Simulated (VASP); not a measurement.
# NaCl (Pm-3m) in VASP: G0W0 quasiparticle levels with r2SCAN

Aim: the G0W0 quasiparticle levels of NaCl with r2SCAN.

Program: VASP 6.6.1. These are calculated values, not measurements. Logs are shortened: lines on timing, memory, paths and dates and some standing lists are left out, and cuts for length are marked.

### 1 The cell of the first run

Symmetry: Pm-3m, No. 221, cubic system. The conventional cell has a = 3.460 Å, b = 3.460 Å, c = 3.460 Å, α = 90.00°, β = 90.00°, γ = 90.00°. Within 3.9 Å of Na (site symmetry m-3m) lie 8 Cl at 3.00 Å and 6 Na at 3.46 Å. Cl (site symmetry m-3m) has 8 Na at 3.00 Å and 6 Cl at 3.46 Å within 3.9 Å.

### 2 G0W0 quasiparticle levels, r2SCAN

The input, POSCAR:

```
NaCl
1.0
    3.4595458349      0.0000000000      0.0000000000
    0.0000000000      3.4595458349      0.0000000000
    0.0000000000      0.0000000000      3.4595458349
Na Cl
1 1
Direct
    0.0000000000      0.0000000000      0.0000000000
    0.5000000000      0.5000000000      0.5000000000
```

The input, INCAR.step1:

```
SYSTEM = NaCl
  PREC = Accurate
  ENCUT = 500
  EDIFF = 1E-8
  ISMEAR = 0
  SIGMA = 0.01
  LREAL = .False.
  LASPH = .True.
  NELM = 60
  ALGO = Normal
  LWAVE = .True.
  LCHARG = .False.
  METAGGA = R2SCAN
  LMIXTAU = .True.
```

The input, INCAR.step2:

```
SYSTEM = NaCl
  PREC = Accurate
  ENCUT = 500
  EDIFF = 1E-8
  ISMEAR = 0
  SIGMA = 0.01
  LREAL = .False.
  LASPH = .True.
  NELM = 1
  ALGO = Exact
  LWAVE = .True.
  LCHARG = .False.
  METAGGA = R2SCAN
  LMIXTAU = .True.
  NBANDS = 163
  LOPTICS = .True.
  ISTART = 1
```

The input, INCAR.step3:

```
SYSTEM = NaCl
  PREC = Accurate
  ENCUT = 500
  EDIFF = 1E-8
  ISMEAR = 0
  SIGMA = 0.01
  LREAL = .False.
  LASPH = .True.
  ALGO = EVGW0
  LWAVE = .False.
  LCHARG = .False.
  METAGGA = R2SCAN
  LMIXTAU = .True.
  NELMGW = 1
  NBANDS = 163
  ENCUTGW = 140.0
  NOMEGA = 96
  PRECFOCK = Fast
  ISTART = 1
  NBANDSGW = 16
  OMEGAMAX = 20
```

The input, KPOINTS:

```
Automatic mesh
0
Gamma
  4 4 4
  0 0 0
```

Potentials or basis: VASP PAW PBE potentials, release 64 (Na_sv_GW, Cl_GW).

Launch:

```sh
$ cat potpaw_PBE.64/Na_sv_GW/POTCAR potpaw_PBE.64/Cl_GW/POTCAR > POTCAR
$ cp INCAR.step1 INCAR
$ mpirun -np 1 vasp_std > vasp.out
$ cp INCAR.step2 INCAR
$ mpirun -np 1 vasp_std > vasp.out
$ cp INCAR.step3 INCAR
$ mpirun -np 1 vasp_std > vasp.out
```

OUTCAR:

```text
SYSTEM = NaCl
   PREC = Accurate
   ENCUT = 500
   EDIFF = 1E-8
   ISMEAR = 0
   LREAL = .False.
   LASPH = .True.
   METAGGA = R2SCAN
   NELMGW = 1
   ENCUTGW = 140.0
   PRECFOCK = Fast
   ISTART = 1

 ion  position               nearest neighbor table
   1  0.000  0.000  0.000-
   2  0.500  0.500  0.500-

  LATTYP: Found a simple cubic cell.
 ALAT       =     3.4595458349

  Lattice vectors:

 A1 = (   3.4595458349,   0.0000000000,   0.0000000000)
 A2 = (   0.0000000000,   3.4595458349,   0.0000000000)
 A3 = (   0.0000000000,   0.0000000000,   3.4595458349)

Analysis of symmetry for initial positions (statically):
=====================================================================
 Subroutine PRICEL returns:
 Original cell was already a primitive cell.

 Routine SETGRP: Setting up the symmetry group for a
 simple cubic supercell.

 Subroutine GETGRP returns: Found 48 space group operations
 (whereof 48 operations were pure point group operations)
 out of a pool of 48 trial point group operations.

The static configuration has the point symmetry O_h .

Analysis of symmetry for dynamics (positions and initial velocities):
=====================================================================
 Subroutine PRICEL returns:
 Original cell was already a primitive cell.

 Routine SETGRP: Setting up the symmetry group for a
 simple cubic supercell.

 Subroutine GETGRP returns: Found 48 space group operations
 (whereof 48 operations were pure point group operations)
 out of a pool of 48 trial point group operations.

The dynamic configuration has the point symmetry O_h .

 Subroutine INISYM returns: Found 48 space group operations
 (whereof 48 operations are pure point group operations),
 and found     1 'primitive' translations

----------------------------------------------------------------------------------------

                                     Primitive cell

  volume of cell :      41.4054

  direct lattice vectors                    reciprocal lattice vectors
     3.459545835  0.000000000  0.000000000     0.289055283  0.000000000  0.000000000
     0.000000000  3.459545835  0.000000000     0.000000000  0.289055283  0.000000000
     0.000000000  0.000000000  3.459545835     0.000000000  0.000000000  0.289055283

  length of vectors
     3.459545835  3.459545835  3.459545835     0.289055283  0.289055283  0.289055283

  position of ions in fractional coordinates (direct lattice)
     0.000000000  0.000000000  0.000000000
     0.500000000  0.500000000  0.500000000

  ion indices of the primitive-cell ions
   primitive index   ion index
                 1           1
                 2           2

----------------------------------------------------------------------------------------

 KPOINTS: Automatic mesh

Automatic generation of k-mesh.
 Grid dimensions read from file:
 generate k-points for:    4    4    4

 Generating k-lattice:

  Cartesian coordinates                     Fractional coordinates (reciprocal lattice)
     0.072263821  0.000000000  0.000000000     0.250000000  0.000000000  0.000000000
     0.000000000  0.072263821  0.000000000     0.000000000  0.250000000  0.000000000
     0.000000000  0.000000000  0.072263821     0.000000000  0.000000000  0.250000000

  Length of vectors
     0.072263821  0.072263821  0.072263821

  Shift w.r.t. Gamma in fractional coordinates (k-lattice)
     0.000000000  0.000000000  0.000000000

 Subroutine IBZKPT returns following result:
 ===========================================

 Found     10 irreducible k-points:

 Following reciprocal coordinates:
            Coordinates               Weight
  0.000000  0.000000  0.000000      1.000000
  0.250000  0.000000  0.000000      6.000000
  0.500000  0.000000  0.000000      3.000000
  0.250000  0.250000  0.000000     12.000000
  0.500000  0.250000  0.000000     12.000000
  0.500000  0.500000  0.000000      3.000000
  0.250000  0.250000  0.250000      8.000000
  0.500000  0.250000  0.250000     12.000000
  0.500000  0.500000  0.250000      6.000000
  0.500000  0.500000  0.500000      1.000000
   k-points           NKPTS =     10   k-points in BZ     NKDIM =     64   number of bands    NBANDS=    163
   number of dos      NEDOS =    301   number of ions     NIONS =      2
   total plane-waves  NPLWV =  21952
   dimension x,y,z NGX =    28 NGY =   28 NGZ =   28
   dimension x,y,z NGXF=    56 NGYF=   56 NGZF=   56
   ions per type =               1   1
   NGX,Y,Z   is equivalent  to a cutoff of  13.46, 13.46, 13.46 a.u.
   NGXF,Y,Z  is equivalent  to a cutoff of  26.91, 26.91, 26.91 a.u.
 SYSTEM =  NaCl
   PREC   = accura    normal or accurate (medium, high low for compatibility)
   ISTART =      1    job   : 0-new  1-cont  2-samecut
   ICHARG =      0    charge: 1-file 2-atom 10-const
   ISPIN  =      1    spin polarized calculation?
   LNONCOLLINEAR =      F non collinear calculations
   LSORBIT =      F    spin-orbit coupling
   LASPH  =      T    aspherical Exc in radial PAW
   ENCUT  =  500.0 eV  36.75 Ry    6.06 a.u.   6.31  6.31  6.31*2*pi/ulx,y,z
   NELM   =     60;   NELMIN=  2; NELMDL=  0     # of ELM steps
   EDIFF  = 0.1E-07   stopping-criterion for ELM
   LREAL  =      F    real-space projection
   EDIFFG = 0.1E-06   stopping-criterion for IOM
   NSW    =      0    number of steps for IOM
   IBRION =     -1    ionic relax: 0-MD 1-quasi-New 2-CG
   NFREE  =      0    steps in history (QN), initial steepest desc. (CG)
   ISIF   =      0    stress and relaxation
   ISYM   =      3    0-nonsym 1-usesym 2-fastsym
   POTIM  = 0.5000    time-step for ionic-motion
   TEBEG  =    0.0;   TEEND  =   0.0 temperature during run
   PSTRESS=    0.0 pullay stress
   NELECT =      16.0000    total number of electrons
   NUPDOWN=      -1.0000    fix difference up-down
   EMIN   =  10.00;   EMAX   =-10.00  energy-range for DOS
   EFERMI =   0.00;   METHOD = LEGACY
   ISMEAR =     0;   SIGMA  =   0.01  broadening in eV -4-tet -1-fermi 0-gaus
   EFERMI_NEDOS =   21; number of points for ismear=-14 and -15
   IALGO  =     38    algorithm
   IMIX   =      4    mixing-type and parameters
     AMIX     =   0.40;   BMIX     =  1.00
     AMIX_MAG =   1.60;   BMIX_MAG =  1.00
  volume/ion in A,a.u.               =      20.70       139.71
  Fermi-wavevector in a.u.,A,eV,Ry     =   1.192420  2.253346 19.345638  1.421864
  Thomas-Fermi vector in A             =   2.328458
   LORBIT       =      0    0 simple, 1 ext, 2 COOP (PROOUT), +10 PAW based schemes
   METAGGA = R2SCAN    functional components
   LHFCALC =     T    Hartree Fock is set to
   PRECFOCK=fast      Normal, Fast or Accurate (Low or Medium for compatibility)
   ENCUT4O =  -1.0   cutoff for four orbital integrals eV
   NKREDX  =     1    reduce k-point grid by
   NKREDY  =     1    reduce k-point grid by
   NKREDZ  =     1    reduce k-point grid by
   AEXX    =    1.0000 exact exchange contribution
   HFSCREEN=    0.0000 screening length (either q_TF or 0.3 A-1)
   HFSCREENC=   0.0000 screening length for correlation (either q_TF or 0.3 A-1)
   ENCUTFOCK=  -1.0 apply spherical cutoff to Coloumb kernel
   IVDW    =     0    specifies the selected vdW correction
   LEPSILON=     F    determine dielectric tensor
   LRPA    =     F    only Hartree local field effects (RPA)
   LRPAFORCE           =     F    calculate RPA forces
   ENCUTGW             = 140.0    cutoff for response function in eV
   ENCUTGWSOFT         = 112.0    soft cutoff for Coulomb kernel in GW response function in eV
   ENCUTLF             =  -1.0    cutoff for local field effects
   NELMGW              =     1    number of iterations in solving QP/BSE equation
   NELMHF              =     1    number of iterations in the inner HF iteration
   NKREDLFX            =     1    NKREDLFY  =   1   NKREDLFZ  =   1
 non-spin polarized calculation
 Gauss-broadening in eV      SIGMA  =   0.01
  energy-cutoff  :      500.00
  volume of cell :       41.41
 maximum number of plane-waves:      1064
 NGX is ok and might be reduce to    28
  NGX = 14; NGY = 14; NGZ = 14
   NGX = 13   NGY = 13   NGZ = 13
 maximum number of plane-waves:       171
 NGX is ok and might be reduce to    14

 QP shifts <psi_nk| G(iteration)W_0 |psi_nk>: iteration 1
 for sc-GW calculations column KS-energies equals QP-energies in previous step
 and V_xc(KS)=  KS-energies - (<T + V_ion + V_H > + <T+V_H+V_ion>^1  + <V_x>^1)

 k-point   1 :       0.0000    0.0000    0.0000
  band No.  KS-energies  QP-energies   sigma(KS)   V_xc(KS)     V^pw_x(r,r')   Z            occupation Imag(sigma)

      1     -52.2892     -59.6888     -41.6181     -32.2102     -49.2889       0.7865       2.0000       0.1985
      2     -22.7191     -27.6819     -35.8332     -29.7602     -41.4923       0.8172       2.0000       0.0343
      3     -22.7191     -27.6819     -35.8332     -29.7602     -41.4923       0.8172       2.0000       0.0343
      4     -22.7191     -27.6819     -35.8332     -29.7602     -41.4923       0.8172       2.0000       0.0343
      5     -14.0354     -14.6024     -16.6822     -15.7942     -24.1202       0.6385       2.0000       1.1093
      6      -0.4692      -2.0661     -16.7687     -14.7885     -18.7464       0.8064       2.0000       0.0285
[... 8 lines left out ...]
     15      17.3856      17.8434      -7.9427      -8.5066      -3.4656       0.8118       0.0000      -0.3684
     16      17.3856      17.8434      -7.9427      -8.5066      -3.4656       0.8118       0.0000      -0.3684

 k-point   2 :       0.2500    0.0000    0.0000
  band No.  KS-energies  QP-energies   sigma(KS)   V_xc(KS)     V^pw_x(r,r')   Z            occupation Imag(sigma)

      1     -52.2884     -59.6942     -41.6195     -32.2118     -49.2906       0.7872       2.0000       0.1985
      2     -22.7413     -27.6815     -35.7555     -29.6901     -41.4170       0.8145       2.0000       0.0399
      3     -22.7172     -27.6816     -35.8375     -29.7662     -41.4972       0.8177       2.0000       0.0341
      4     -22.7172     -27.6816     -35.8375     -29.7662     -41.4972       0.8177       2.0000       0.0341
      5     -13.8407     -14.4256     -16.8771     -15.9887     -24.2639       0.6583       2.0000       1.0894
      6      -1.9826      -3.6896     -15.4344     -13.2845     -17.5426       0.7940       2.0000       0.0366
[... 8 lines left out ...]
     15      16.6966      17.1005      -6.2094      -6.7085      -1.9339       0.8093       0.0000      -0.2321
     16      16.9480      18.4855      -9.4672     -11.3556      -5.0280       0.8142       0.0000      -0.1856

 k-point   3 :       0.5000    0.0000    0.0000
  band No.  KS-energies  QP-energies   sigma(KS)   V_xc(KS)     V^pw_x(r,r')   Z            occupation Imag(sigma)

      1     -52.2876     -59.7021     -41.6201     -32.2136     -49.2914       0.7882       2.0000       0.1984
      2     -22.7632     -27.6797     -35.6785     -29.6216     -41.3422       0.8117       2.0000       0.0454
      3     -22.7152     -27.6817     -35.8418     -29.7722     -41.5023       0.8183       2.0000       0.0340
      4     -22.7152     -27.6817     -35.8418     -29.7722     -41.5023       0.8183       2.0000       0.0340
      5     -13.6295     -14.2588     -17.1331     -16.2157     -24.4359       0.6860       2.0000       1.0656
      6      -3.0964      -4.8959     -14.8503     -12.5529     -17.1799       0.7832       2.0000       0.0513
[... 114 lines left out ...]
      1     -52.2853     -59.7223     -41.6229     -32.2187     -49.2949       0.7908       2.0000       0.1983
      2     -22.7497     -27.6979     -35.7450     -29.6770     -41.3975       0.8155       2.0000       0.0349
      3     -22.7497     -27.6979     -35.7450     -29.6770     -41.3975       0.8155       2.0000       0.0349
      4     -22.7293     -27.6894     -35.8024     -29.7346     -41.4596       0.8175       2.0000       0.0339
      5     -13.1772     -13.7844     -17.3375     -16.4850     -24.5674       0.7123       2.0000       1.0141
      6      -2.1654      -3.9185     -15.7682     -13.5469     -18.0180       0.7892       2.0000       0.0401
[... 8 lines left out ...]
     15      16.3293      17.0589      -8.4822      -9.3997      -4.0414       0.7952       0.0000      -0.2092
     16      19.7220      21.3286     -10.7540     -12.7983      -5.5405       0.7859       0.0000      -0.3508

 k-point  10 :       0.5000    0.5000    0.5000
  band No.  KS-energies  QP-energies   sigma(KS)   V_xc(KS)     V^pw_x(r,r')   Z            occupation Imag(sigma)

      1     -52.2845     -59.7226     -41.6235     -32.2202     -49.2956       0.7910       2.0000       0.1984
      2     -22.7468     -27.6929     -35.7517     -29.6873     -41.4052       0.8156       2.0000       0.0343
      3     -22.7468     -27.6929     -35.7517     -29.6873     -41.4052       0.8156       2.0000       0.0343
      4     -22.7468     -27.6929     -35.7517     -29.6873     -41.4052       0.8156       2.0000       0.0343
      5     -13.0158     -13.6280     -17.4439     -16.6133     -24.6503       0.7370       2.0000       1.0114
      6      -1.9391      -3.6665     -15.9323     -13.7424     -18.1500       0.7888       2.0000       0.0374
[... 8 lines left out ...]
     15      17.5846      18.0744      -8.3554      -8.9620      -3.7314       0.8074       0.0000      -0.2771
     16      19.9068      21.5364     -10.8761     -12.9820      -5.6294       0.7738       0.0000      -0.4200
```

It took 3.3 min on 1 thread of AMD EPYC 9R45 (Zen 5), shared host; peak memory 0.41 GiB.

What came out:

* Quasiparticle gap: 7.09 eV
* Least direct quasiparticle gap: 7.68 eV
* Band gap of the starting levels on the mesh: 4.70 eV
* Least direct gap of the starting levels on the mesh: 5.23 eV

Caveat: the k points lie up to 0.45 Å⁻¹ apart; bands, screening cutoff and mesh are small and nothing is extrapolated, so the quasiparticle values aren't converged; the structure was generated, so it needn't be the stable form of NaCl.
